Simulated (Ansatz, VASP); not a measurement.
One calculation of GaMo, two programs

```xyz
4
Lattice="0.0000 3.1326 3.1326 3.1326 0.0000 3.1326 3.1326 3.1326 0.0000" Properties=species:S:1:pos:R:3 pbc="T T T"
Ga    0.0000    0.0000    0.0000
Ga    1.5663    1.5663    1.5663
Mo    4.6990    4.6990    4.6990
Mo    3.1326    3.1326    3.1326
```

Alike in both runs: functional PBE; k mesh 5 × 5 × 5; occupations gaussian, width 0.2 eV; no spin polarisation.

Ansatz relaxed the structure, and its values are those at the end. VASP's run is a single point on that final structure, the one shown.

|  | VASP | Ansatz |
| --- | --- | --- |
| version | VASP 6.6.1 | Ansatz 0.2.0 |
| potentials or method | VASP PAW PBE potentials, release 64 (Ga_d, Mo_sv), cutoff 520 eV | scalar-relativistic, plane waves, PAW |
| valence electrons in the cell | 54 | 54 |

|  | VASP | Ansatz | Ansatz less VASP |
| --- | --- | --- | --- |
| gap on the k mesh at the Fermi level (eV) | 0.16 | 0.16 | +0.002 |
| least direct gap on the mesh (eV) | 0.19 | 0.19 | 0.000 |
| pressure (GPa) | 0.4 | 0.0 | -0.43 |

The functional is the same, so the differences come from potentials, cutoffs and numerics.
